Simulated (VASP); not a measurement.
Input of a VASP 6.6.1 run:

The input POSCAR:

```
B
1.0
    2.3461100000      0.0000000000      0.0000000000
    0.0000000000      2.3461100000      0.0000000000
    0.0000000000      0.0000000000      1.5857900000
B
1
Direct
    0.5000000000      0.5000000000      0.5000000000
```

INCAR.step1

```
PREC = Accurate
ENCUT = 600
EDIFF = 1E-5
ISMEAR = -1
SIGMA = 0.05
LREAL = False
LASPH = True
NELM = 100
ALGO = Normal
LWAVE = True
LCHARG = False
GGA = PE
NBANDS = 8
```

INCAR.step2

```
PREC = Accurate
ENCUT = 600
EDIFF = 1E-6
ISMEAR = -1
SIGMA = 0.05
LREAL = False
LASPH = True
NELM = 100
ALGO = Normal
ISIF = 3
LWAVE = False
LCHARG = False
GGA = PE
LHFCALC = True
AEXX = 0.25
PRECFOCK = Normal
IBRION = 2
NSW = 60
EDIFFG = -0.01
ISTART = 1
```

The input KPOINTS:

```
regular mesh
0
Gamma
  6 6 8
```

Potentials or basis: VASP PAW PBE potentials, release 64 (B).

The run is started by

```bash
$ cat potpaw_PBE.64/B/POTCAR > POTCAR
$ cp INCAR.step1 INCAR
$ mpirun -np 1 vasp_std > vasp.out
$ cp INCAR.step2 INCAR
$ mpirun -np 1 vasp_std > vasp.out
```

Q: Predict the space group after relaxing (to 0.1 Å).

A: P4/mmm (No. 123).

Q: Estimate the band gap on the k mesh.

A: Zero (an odd number of electrons rules out a gap without spin polarisation).

Step by step:
```tsv
step	energy change (eV)	largest force (eV/Å)	pressure (GPa)	volume (Å³)
1	0.0000	0.0000	-2.21	8.73
2	0.0025	0.0000	3.48	8.58
3	-0.0006	0.0000	-0.56	8.68
4	-0.0007	0.0000	-0.18	8.64
5	-0.0007	0.0000	0.08	8.61
```

Caveat: the k points lie up to 0.50 Å⁻¹ apart in the final cell, too coarse for converged energies and pressures of a metal; the PAW data sets were made with another functional, which shifts forces and pressure a little; an odd number of electrons without spin polarisation forces a metal; a magnetic or distorted state may lie lower.
